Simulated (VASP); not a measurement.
# CdSiP2 (I-42d) in VASP: vibrations by perturbation theory with PBEsol

Aim: the vibrations by perturbation theory of CdSiP2 with PBEsol.

Everything below comes from runs of VASP 6.6.1. Logs are shortened: lines on timing, memory, paths and dates and some standing lists are left out, and cuts for length are marked.

### Step 1. The cell of the first run

The structure is tetragonal, space group I-42d (No. 122). The conventional cell has a = 5.644 Å, b = 5.644 Å, c = 10.501 Å, α = 90.00°, β = 90.00°, γ = 90.00°. Cd (site symmetry -4) has 4 P at 2.54 Å within 3.3 Å. Within 3.0 Å of Si (site symmetry -4) lie 4 P at 2.25 Å. P (site symmetry 2) has 2 Si at 2.25 Å and 2 Cd at 2.54 Å within 3.0 Å.

### Step 2. Vibrations by perturbation theory, PBEsol

INCAR

```
SYSTEM = CdSiP2
ALGO = Normal ; EDIFF = 1E-8
ENCUT = 500 ; GGA = PS
GGA_COMPAT = .FALSE. ; IBRION = 8
ISIF = 2 ; ISMEAR = 0
KPAR = 4 ; LASPH = .TRUE.
LCHARG = .FALSE. ; LEPSILON = .TRUE.
LREAL = .FALSE. ; LWAVE = .FALSE.
NELM = 120 ; NSW = 1
PREC = Accurate ; SIGMA = 0.01
```

KPOINTS

```
k-points
0
G
  6 6 6
  0 0 0
```

POSCAR

```
CdSiP2
1.0
   -2.8220075087      2.8220075087      5.2504041426
    2.8220075087     -2.8220075087      5.2504041426
    2.8220075087      2.8220075087     -5.2504041426
Cd Si P
2 2 4
Direct
    0.7500000000      0.2500000000      0.5000000000
    0.0000000000      0.0000000000      0.0000000000
    0.5000000000      0.5000000000      0.0000000000
    0.2500000000      0.7500000000      0.5000000000
    0.8750000000      0.8323336651      0.4573336651
    0.1676663349      0.6250000000      0.0426663349
    0.3750000000      0.4176663349      0.5426663349
    0.5823336651      0.1250000000      0.9573336651
```

Potentials or basis: VASP PAW PBE potentials, release 64 (Cd, Si, P).

Run with:

```
$ cat potpaw_PBE.64/Cd/POTCAR potpaw_PBE.64/Si/POTCAR potpaw_PBE.64/P/POTCAR > POTCAR
$ mpirun -np 4 vasp_std > vasp.out
```

OUTCAR:

```text
SYSTEM = CdSiP2
   EDIFF = 1E-8
   ENCUT = 500
   GGA = PS
   IBRION = 8
   ISIF = 2
   ISMEAR = 0
   LASPH = .TRUE.
   LEPSILON = .TRUE.
   LREAL = .FALSE.
   NELM = 120
   NSW = 1
   PREC = Accurate

 ion  position               nearest neighbor table
   1  0.750  0.250  0.500-   6 2.54   8 2.54   7 2.54   5 2.54
   2  0.000  0.000  0.000-   7 2.54   5 2.54   8 2.54   6 2.54
   3  0.500  0.500  0.000-   8 2.25   6 2.25   7 2.25   5 2.25
   4  0.250  0.750  0.500-   5 2.25   6 2.25   7 2.25   8 2.25
   5  0.875  0.832  0.457-   4 2.25   3 2.25   2 2.54   1 2.54
   6  0.168  0.625  0.043-   3 2.25   4 2.25   1 2.54   2 2.54
   7  0.375  0.418  0.543-   3 2.25   4 2.25   2 2.54   1 2.54
   8  0.582  0.125  0.957-   3 2.25   4 2.25   1 2.54   2 2.54

  LATTYP: Found a body centered tetragonal cell.
 ALAT       =     5.6440150174
 C/A-ratio  =     1.8605209683

  Lattice vectors:

 A1 = (  -2.8220075087,   2.8220075087,   5.2504041426)
 A2 = (   2.8220075087,  -2.8220075087,   5.2504041426)
 A3 = (   2.8220075087,   2.8220075087,  -5.2504041426)

Analysis of symmetry for initial positions (statically):
=====================================================================
 Subroutine PRICEL returns:
 Original cell was already a primitive cell.

 Routine SETGRP: Setting up the symmetry group for a
 body centered tetragonal supercell.

 Subroutine GETGRP returns: Found  8 space group operations
 (whereof  4 operations were pure point group operations)
 out of a pool of 16 trial point group operations.

The static configuration has the point symmetry S_4 .
 The point group associated with its full space group is D_2d.

Analysis of symmetry for dynamics (positions and initial velocities):
=====================================================================
 Subroutine PRICEL returns:
 Original cell was already a primitive cell.

 Routine SETGRP: Setting up the symmetry group for a
 body centered tetragonal supercell.

 Subroutine GETGRP returns: Found  8 space group operations
 (whereof  4 operations were pure point group operations)
 out of a pool of 16 trial point group operations.

The dynamic configuration has the point symmetry S_4 .
 The point group associated with its full space group is D_2d.

 Subroutine INISYM returns: Found  8 space group operations
 (whereof  4 operations are pure point group operations),
 and found     1 'primitive' translations

[... 1106 lines left out ...]
    3     0.00000     0.00000     2.48154
 ion    4
    1     2.22397     0.09757    -0.00000
    2    -0.09757     2.22397     0.00000
    3     0.00000     0.00000     2.48154
 ion    5
    1    -2.08549     0.00000    -0.00000
    2    -0.00000    -2.20247    -0.38099
    3     0.00000    -0.26750    -2.04413
 ion    6
    1    -2.20247     0.00000     0.38099
    2     0.00000    -2.08549     0.00000
    3     0.26750     0.00000    -2.04413
 ion    7
    1    -2.08549    -0.00000    -0.00000
    2     0.00000    -2.20247     0.38099
    3     0.00000     0.26750    -2.04413
 ion    8
    1    -2.20247     0.00000    -0.38099
    2     0.00000    -2.08549     0.00000
    3    -0.26750     0.00000    -2.04413

 INTERNAL STRAIN TENSOR FOR ION    8 for displacements in x,y,z  (eV/Angst):
          X           Y           Z          XY          YZ          ZX
  --------------------------------------------------------------------------------
  x    -0.00000     0.00000     0.00000    -3.32020    -8.73853    -0.00000
  y    -1.17929    -2.68846    -0.26400     0.00000     0.00000    -8.95775
  z     0.00000     0.00000     0.00000    -8.31742    -1.84546     0.00000

 SECOND DERIVATIVES (NOT SYMMETRIZED)
 ------------------------------------
               1X          1Y          1Z          2X          2Y          2Z          3X          3Y          3Z          4X          4Y          4Z          5X          5Y          5Z          6X          6Y          6Z          7X          7Y          7Z          8X          8Y          8Z
  1X    -6.717989   -0.000004    0.000000    0.103948   -0.139875    0.000000   -0.144161    0.466880    0.000000    0.622027   -0.263561    0.000000    1.609501   -1.741267    1.531109    1.458586    1.709548    1.301191    1.609501   -1.741267   -1.531109    1.458586    1.709548   -1.301191
  1Y     0.000004   -6.717989    0.000000    0.139875    0.103948    0.000000   -0.466880   -0.144161    0.000000    0.263561    0.622027    0.000000   -1.709548    1.458586   -1.301191    1.741267    1.609501    1.531109   -1.709548    1.458586    1.301191    1.741267    1.609501   -1.531109
  1Z     0.000000    0.000000   -5.487482    0.000000    0.000000    0.656478    0.000000    0.000000    1.066272    0.000000    0.000000   -1.587695    1.566175   -1.256888    1.338107    1.256888    1.566175    1.338107   -1.566175    1.256888    1.338107   -1.256888   -1.566175    1.338107
  2X     0.103948    0.139875    0.000000   -6.717989    0.000004    0.000000    0.622027    0.263561    0.000000   -0.144161   -0.466880    0.000000    1.609501    1.741267   -1.531109    1.458586   -1.709548    1.301191    1.609501    1.741267    1.531109    1.458586   -1.709548   -1.301191
  2Y    -0.139875    0.103948    0.000000   -0.000004   -6.717989    0.000000   -0.263561    0.622027    0.000000    0.466880   -0.144161    0.000000    1.709548    1.458586   -1.301191   -1.741267    1.609501   -1.531109    1.709548    1.458586    1.301191   -1.741267    1.609501    1.531109
  2Z     0.000000    0.000000    0.656478    0.000000   -0.000000   -5.487482    0.000000    0.000000   -1.587695    0.000000    0.000000    1.066272   -1.566175   -1.256888    1.338107    1.256888   -1.566175    1.338107    1.566175    1.256888    1.338107   -1.256888    1.566175    1.338107
  3X    -0.139675   -0.466704    0.000000    0.625475   -0.263802    0.000000  -13.852332    0.000161    0.000000   -0.222303    0.989080    0.000000    3.252395    2.449980    2.046172    3.542024   -2.579348   -2.489651    3.252395    2.449980   -2.046172    3.542024   -2.579348    2.489651
  3Y     0.466704   -0.139675    0.000000    0.263802    0.625475    0.000000   -0.000161  -13.852332    0.000000   -0.989080   -0.222303    0.000000    2.579348    3.542024    2.489651   -2.449980    3.252395    2.046172    2.579348    3.542024   -2.489651   -2.449980    3.252395   -2.046172
  3Z    -0.000000    0.000000    1.062009    0.000000    0.000000   -1.581363    0.000000    0.000000  -13.914421    0.000000    0.000000    2.319046    2.006423    2.712248    3.028682   -2.712248    2.006423    3.028682   -2.006423   -2.712248    3.028682    2.712248   -2.006423    3.028682
  4X     0.625475    0.263802    0.000000   -0.139675    0.466704    0.000000   -0.222303   -0.989080    0.000000  -13.852332   -0.000161    0.000000    3.252395   -2.449980   -2.046172    3.542024    2.579348   -2.489651    3.252395   -2.449980    2.046172    3.542024    2.579348    2.489651
  4Y    -0.263802    0.625475    0.000000   -0.466704   -0.139675    0.000000    0.989080   -0.222303    0.000000    0.000161  -13.852332    0.000000   -2.579348    3.542024    2.489651    2.449980    3.252395   -2.046172   -2.579348    3.542024   -2.489651    2.449980    3.252395    2.046172
  4Z     0.000000    0.000000   -1.581363   -0.000000   -0.000000    1.062009    0.000000    0.000000    2.319046    0.000000    0.000000  -13.914421   -2.006423    2.712248    3.028682   -2.712248   -2.006423    3.028682    2.006423   -2.712248    3.028682    2.712248    2.006423    3.028682
  5X     1.613612   -1.709394    1.563841    1.613612    1.709394   -1.563841    3.251638    2.579809    2.007778    3.251638   -2.579809   -2.007778  -11.797976    0.000000    0.000000    0.501257   -0.597505   -0.407553    1.064961   -0.000000    0.000000    0.501257    0.597505    0.407553
  5Y    -1.740948    1.463048   -1.256662    1.740948    1.463048   -1.256662    2.450152    3.542753    2.712200   -2.450152    3.542753    2.712200    0.000000  -12.282168   -3.077369    0.336610    0.501628    0.024429    0.000000    1.267310    0.117436   -0.336610    0.501628    0.024429
  5Z     1.531438   -1.301362    1.339878   -1.531438   -1.301362    1.339878    2.045732    2.489773    3.029373   -2.045732    2.489773    3.029373    0.000000   -3.074498  -10.958046   -0.023282    0.407847    1.077094    0.000000   -0.118018    0.065355    0.023282    0.407847    1.077094
  6X     1.463048    1.740948    1.256662    1.463048   -1.740948    1.256662    3.542753   -2.450152   -2.712200    3.542753    2.450152   -2.712200    0.501628    0.336610   -0.024429  -12.282168    0.000000    3.077369    0.501628   -0.336610   -0.024429    1.267310    0.000000   -0.117436
  6Y     1.709394    1.613612    1.563841   -1.709394    1.613612   -1.563841   -2.579809    3.251638    2.007778    2.579809    3.251638   -2.007778   -0.597505    0.501257    0.407553   -0.000000  -11.797976    0.000000    0.597505    0.501257   -0.407553    0.000000    1.064961    0.000000
  6Z     1.301362    1.531438    1.339878    1.301362   -1.531438    1.339878   -2.489773    2.045732    3.029373   -2.489773   -2.045732    3.029373   -0.407847    0.023282    1.077094    3.074498    0.000000  -10.958046   -0.407847   -0.023282    1.077094    0.118018    0.000000    0.065355
  7X     1.613612   -1.709394   -1.563841    1.613612    1.709394    1.563841    3.251638    2.579809   -2.007778    3.251638   -2.579809    2.007778    1.064961   -0.000000    0.000000    0.501257    0.597505   -0.407553  -11.797976    0.000000    0.000000    0.501257   -0.597505    0.407553
  7Y    -1.740948    1.463048    1.256662    1.740948    1.463048    1.256662    2.450152    3.542753   -2.712200   -2.450152    3.542753   -2.712200    0.000000    1.267310   -0.117436   -0.336610    0.501628   -0.024429    0.000000  -12.282168    3.077369    0.336610    0.501628   -0.024429
  7Z    -1.531438    1.301362    1.339878    1.531438    1.301362    1.339878   -2.045732   -2.489773    3.029373    2.045732   -2.489773    3.029373    0.000000    0.118018    0.065355   -0.023282   -0.407847    1.077094    0.000000    3.074498  -10.958046    0.023282   -0.407847    1.077094
  8X     1.463048    1.740948   -1.256662    1.463048   -1.740948   -1.256662    3.542753   -2.450152    2.712200    3.542753    2.450152    2.712200    0.501628   -0.336610    0.024429    1.267310    0.000000    0.117436    0.501628    0.336610    0.024429  -12.282168    0.000000   -3.077369
  8Y     1.709394    1.613612   -1.563841   -1.709394    1.613612    1.563841   -2.579809    3.251638   -2.007778    2.579809    3.251638    2.007778    0.597505    0.501257    0.407553    0.000000    1.064961    0.000000   -0.597505    0.501257   -0.407553   -0.000000  -11.797976    0.000000
  8Z    -1.301362   -1.531438    1.339878   -1.301362    1.531438    1.339878    2.489773   -2.045732    3.029373    2.489773    2.045732    3.029373    0.407847    0.023282    1.077094   -0.118018    0.000000    0.065355    0.407847   -0.023282    1.077094   -3.074498    0.000000  -10.958046

 Eigenvectors and eigenvalues of the dynamical matrix
 ----------------------------------------------------

   1 f  =   14.272277 THz    89.675359 2PiTHz  476.071908 cm-1    59.025367 meV
             X         Y         Z           dx          dy          dz
      0.000000  2.822008  2.625202    -0.000000   -0.000000   -0.000289
      0.000000  0.000000  0.000000    -0.000000   -0.000000   -0.000289
      0.000000  0.000000  5.250404    -0.000000   -0.000000   -0.476601
      2.822008  0.000000  2.625202     0.000000   -0.000000   -0.476601
      1.170194  1.411004  6.563005     0.000000    0.291206    0.227211
      1.411004 -1.170194  3.937803    -0.291206    0.000000    0.227211
      1.651813  1.411004  1.312601     0.000000   -0.291206    0.227211
      1.411004  3.992202 -1.312601     0.291206    0.000000    0.227211
[... 243 lines left out ...]
  24 f/i=    0.006679 THz     0.041963 2PiTHz    0.222772 cm-1     0.027620 meV
             X         Y         Z           dx          dy          dz
      0.000000  2.822008  2.625202    -0.325093   -0.415490   -0.000000
      0.000000  0.000000  0.000000    -0.325762   -0.414966   -0.000000
      0.000000  0.000000  5.250404    -0.162005   -0.206955   -0.000000
      2.822008  0.000000  2.625202    -0.162243   -0.206768   -0.000000
      1.170194  1.411004  6.563005    -0.170378   -0.217434    0.000338
      1.411004 -1.170194  3.937803    -0.170410   -0.217394   -0.000265
      1.651813  1.411004  1.312601    -0.170378   -0.217434   -0.000338
      1.411004  3.992202 -1.312601    -0.170410   -0.217394    0.000265

--------------------------------------------------------------------------------------------------------

 MACROSCOPIC STATIC DIELECTRIC TENSOR IONIC CONTRIBUTION
 ------------------------------------------------------
           2.340814     0.000000    -0.000000
           0.000000     2.340814    -0.000000
          -0.000000    -0.000000     2.155709
 ------------------------------------------------------

 ELASTIC MODULI CONTR FROM IONIC RELAXATION (kBar)
 Direction    XX          YY          ZZ          XY          YZ          ZX
 --------------------------------------------------------------------------------
 XX         -31.8480      7.2843     -1.6766     -0.0000     -0.0000      0.0000
 YY           7.2843    -31.8480     -1.6766     -0.0000     -0.0000     -0.0000
 ZZ          -1.6766     -1.6766     -0.2289     -0.0000      0.0000      0.0000
 XY          -0.0000     -0.0000     -0.0000   -313.4772      0.0000      0.0000
 YZ          -0.0000     -0.0000     -0.0000      0.0000   -345.9195      0.0000
 ZX           0.0000     -0.0000      0.0000      0.0000     -0.0000   -340.0558
 --------------------------------------------------------------------------------

 PIEZOELECTRIC TENSOR IONIC CONTR  for field in x, y, z        (C/m^2)
          XX          YY          ZZ          XY          YZ          ZX
  --------------------------------------------------------------------------------
  x     0.00000    -0.00000     0.00000    -0.00000     0.82382     0.00000
  y    -0.00000     0.00000    -0.00000    -0.00000     0.00000     0.81671
  z    -0.00000     0.00000     0.00000     0.75460    -0.00000    -0.00000
```

Run time: 30 min. Hardware: 4 MPI ranks of Intel Xeon Platinum 8488C (Sapphire Rapids), shared host; peak memory 1.4 GiB.

Results:

* Electronic dielectric tensor (diagonal): 11.15, 11.15, 10.96
* Born charges (mean of the diagonal): Cd +1.91; Si +2.31; P -2.11 e
* Highest phonon frequency at Γ: 476 cm⁻¹

Phonon frequencies in cm⁻¹ (negative: imaginary):
```
              q point                                                                             frequencies
(0.000, 0.000, 0.000)  0 0 0 63 63 86 106 150 150 241 241 285 285 296 296 305 320 374 442 443 443 475 475 476
```

Electronic dielectric tensor:
```
11.15  0.00  0.00
 0.00 11.15  0.00
 0.00  0.00 10.96
```

Born effective charge tensors (e):
atom 1, Cd
```
 2.06  0.04  0.00
-0.04  2.06  0.00
 0.00  0.00  1.61
```
atom 2, Cd
```
 2.06 -0.04  0.00
 0.04  2.06  0.00
 0.00  0.00  1.61
```
atom 3, Si
```
 2.22 -0.10  0.00
 0.10  2.22  0.00
 0.00  0.00  2.48
```
atom 4, Si
```
 2.22  0.10  0.00
-0.10  2.22  0.00
 0.00  0.00  2.48
```
atom 5, P
```
-2.09  0.00  0.00
 0.00 -2.20 -0.38
 0.00 -0.27 -2.04
```
atom 6, P
```
-2.20  0.00  0.38
 0.00 -2.09  0.00
 0.27  0.00 -2.04
```
atom 7, P
```
-2.09  0.00  0.00
 0.00 -2.20  0.38
 0.00  0.27 -2.04
```
atom 8, P
```
-2.20  0.00 -0.38
 0.00 -2.09  0.00
-0.27  0.00 -2.04
```
